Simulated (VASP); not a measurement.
# Si: single point with PBEsol

The system is Si.

```xyz
4
Lattice="3.8245 0.0000 0.0000 -1.9122 3.3121 0.0000 0.0000 0.0000 6.3251" Properties=species:S:1:pos:R:3 pbc="T T T"
Si    0.0000    2.2081    0.0001
Si    1.9122    1.1040    3.1627
Si    0.0000    2.2081    2.3654
Si    1.9122    1.1040    5.5280
```

```json
{
  "Program": "VASP 6.6.1",
  "Task": "single point",
  "Functional": "PBEsol",
  "Potentials or basis": "VASP PAW PBE potentials, release 64 (Si)",
  "Cutoff": "500 eV",
  "k mesh": "6 × 6 × 4",
  "Occupations": "gaussian, width 0.01 eV",
  "Spin": "no spin polarisation",
  "Dipole correction": "no",
  "Further INCAR settings": "ALGO = Normal; EDIFF = 1e-06; NBANDS = 16"
}
```

* Pressure: 0.2 GPa
* Largest force: 0.011 eV/Å
* Band gap on the k mesh: 0.29 eV, indirect (least direct gap 0.97 eV)

Forces in eV/Å, atoms in the order of the input:
```
Si   0.000  0.000 -0.011
Si   0.000  0.000 -0.011
Si   0.000  0.000  0.011
Si   0.000  0.000  0.011
```

Stress tensor (GPa, compression positive):
```
 0.28  0.00  0.00
 0.00  0.28  0.00
 0.00  0.00 -0.04
```

Levels at points of the mesh, in eV from the valence-band top:
```tsv
k point	band 5	band 6	band 7	band 8	band 9	band 10	band 11	band 12
(0.00, 0.00, 0.00)	-1.53	-0.36	0.00	0.00	0.97	1.94	1.94	2.28
(0.50, 0.00, 0.00)	-4.74	-3.09	-3.06	-1.46	0.29	2.27	2.88	3.04
(0.00, 0.00, 0.50)	-0.94	-0.94	-0.94	-0.94	1.75	1.75	2.92	2.92
(0.50, 0.00, 0.50)	-2.49	-2.49	-2.45	-2.45	0.81	0.81	1.55	1.55
```

It took 25 s on 1 thread of Intel(R) Xeon(R) Platinum 8259CL CPU @ 2.50GHz (Skylake/Cascade Lake), with other jobs on the host, peak memory 0.18 GiB.

Caveat: the PAW data sets were made with another functional, which shifts forces and pressure a little. A k mesh can miss the band edges.
